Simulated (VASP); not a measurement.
A run of VASP 6.6.1:

File INCAR:

```
  PREC = Accurate
  ENCUT = 520
  EDIFF = 1E-6
  ISMEAR = 0
  SIGMA = 0.05
  LREAL = False
  LASPH = True
  NELM = 80
  ALGO = Normal
  ISIF = 2
  LWAVE = False
  LCHARG = False
  GGA = PS
  NBANDS = 11
```

KPOINTS

```
regular mesh
0
Gamma
  10 10 10
```

Contents of POSCAR:

```
MgO
1.0
    0.0000000000      2.1075959641      2.1075959641
    2.1075959641      0.0000000000      2.1075959641
    2.1075959641      2.1075959641      0.0000000000
Mg O
1 1
Direct
   -0.0189270304      0.0189270304      0.0441630709
    0.5287531391      0.4712468609      0.4329093420
```

Potentials or basis: VASP PAW PBE potentials, release 64 (Mg, O).

Launch:

```console
$ cat potpaw_PBE.64/Mg/POTCAR potpaw_PBE.64/O/POTCAR > POTCAR
$ mpirun -np 1 vasp_std > vasp.out
```

Hardware: 1 thread of Intel(R) Xeon(R) Platinum 8559C (Emerald Rapids) (shared host).

Task: Estimate the wall time of this run.

Result: Wall time 33 s on 1 thread of Intel(R) Xeon(R) Platinum 8559C (Emerald Rapids), with other jobs on the host, peak memory 0.18 GiB. Counts: scf iterations 12, k points 282.
